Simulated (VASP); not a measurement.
Wanted: the native input for a VASP 6.6.1 run.

* Task: single point
* Functional: LDA
* Potentials or basis: VASP PAW LDA potentials, release 64 (Ba_sv)
* Cutoff: 520 eV
* k mesh: 12 × 12 × 12
* Occupations: gaussian, width 0.05 eV
* Spin: no spin polarisation
* Dipole correction: no
* Further INCAR settings: ALGO = Normal; EDIFF = 1e-06; NBANDS = 11

The structure of Ba lies in POSCAR:

```
Ba
1.0
   -2.4163657182      2.4163657182      2.4163657182
    2.4163657182     -2.4163657182      2.4163657182
    2.4163657182      2.4163657182     -2.4163657182
Ba
1
Direct
    0.0000000000      0.0000000000      0.0000000000
```

One way to write it, as run:

INCAR

```
PREC = Accurate ; ENCUT = 520
EDIFF = 1E-6 ; ISMEAR = 0
SIGMA = 0.05 ; LREAL = F
LASPH = T ; NELM = 100
ALGO = Normal ; ISIF = 2
LWAVE = F ; LCHARG = T
GGA = CA ; LELF = T
LVHAR = T ; NBANDS = 11
```

KPOINTS

```
Automatic mesh
0
Gamma
  12 12 12
```

Potentials or basis: VASP PAW LDA potentials, release 64 (Ba_sv).

The run is started by

```console
$ cat potpaw_LDA.64/Ba_sv/POTCAR > POTCAR
$ mpirun -np 1 vasp_std > vasp.out
```

It gave:

```
Pressure               : -0.4 GPa
Band gap on the k mesh : zero (band 5 reaches 2.44 eV, above the bottom of band 6 at 1.11 eV)
```

Caveat: spin-orbit coupling is left out, which moves the levels of the heavy elements.

Wall time 52 s on 1 thread of AMD EPYC 7R13, on a shared host, peak memory 0.15 GiB.
